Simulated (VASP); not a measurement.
## Ti: single point with LDA

The system is Ti.

```xyz
1
Lattice="2.4309 0.0000 0.0000 0.0000 2.4309 0.0000 0.0000 0.0000 2.4309" Properties=species:S:1:pos:R:3 pbc="T T T"
Ti    0.0000    0.0000    0.0000
```

* Program: VASP 6.6.1
* Task: single point
* Functional: LDA
* Potentials or basis: VASP PAW LDA potentials, release 64 (Ti_sv)
* Cutoff: 520 eV
* k mesh: 15 × 15 × 15
* Occupations: fermi-dirac, width 0.05 eV
* Spin: no spin polarisation
* Dipole correction: no
* Further INCAR settings: ALGO = Normal; EDIFF = 1e-06; NBANDS = 12

| Property | Result |
| --- | --- |
| Pressure | 17.1 GPa |
| Band gap on the k mesh | zero (band 6 reaches 10.83 eV, above the bottom of band 7 at 8.14 eV) |

Levels at points of the mesh, in eV from the Fermi level:
```tsv
k point	band 4	band 5	band 6	band 7	band 8	band 9
(0.00, 0.00, 0.00)	-31.36	-6.05	-1.90	-1.90	5.08	5.08
```

Wall time 6.5 s on 1 thread of Intel(R) Xeon(R) 6975P-C (Granite Rapids), on a shared host, peak memory 0.12 GiB.
